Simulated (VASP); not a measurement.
Runs of VASP 6.6.1 on Si. The structure is that of space group P6_3/mmc (No. 194), or close to it. The cells are those of the table. This isn't the form of Si at room conditions, which is diamond.

```tsv
task	cell	cutoff (eV)	gap on the mesh (eV)	pressure (GPa)
single point	a = 2.613, b = 2.613, c = 4.505 Å, angles 90.0, 90.0, 120.0°, 2 atoms	520	none	2.9
relaxation of shape and atoms at fixed volume	relaxed from a = 2.586, b = 2.586, c = 4.458 Å, angles 90.0, 90.0, 120.0°, 2 atoms	600	none	6.4
single point	a = 2.587, b = 2.587, c = 4.455 Å, angles 90.0, 90.0, 120.0°, 2 atoms	520	none	6.4
single point	a = 2.665, b = 2.665, c = 4.598 Å, angles 90.0, 90.0, 120.0°, 2 atoms	520	none	-2.5
relaxation of shape and atoms at fixed volume	relaxed from a = 2.724, b = 2.724, c = 4.700 Å, angles 90.0, 90.0, 120.0°, 2 atoms	600	none	-6.9
single point	a = 2.691, b = 2.691, c = 4.642 Å, angles 90.0, 90.0, 120.0°, 2 atoms	520	none	(a)
relaxation of shape and atoms at fixed volume	relaxed from a = 2.613, b = 2.613, c = 4.507 Å, angles 90.0, 90.0, 120.0°, 2 atoms	600	none	2.9
```

Alike in all rows: level r2SCAN; potentials or basis VASP PAW PBE potentials, release 64 (Si); no spin polarisation; k mesh 18 × 18 × 10; smearing gaussian 0.1 eV.

Question: Estimate the missing entries.

Answer: (a) -4.6.

Caveats: the PAW data sets were made with another functional, which shifts forces and pressure a little; the cell stands under pressure (at least some runs); the cell stands under tension (at least some runs).

A gap of «none» marks levels without a gap at the run's occupations.
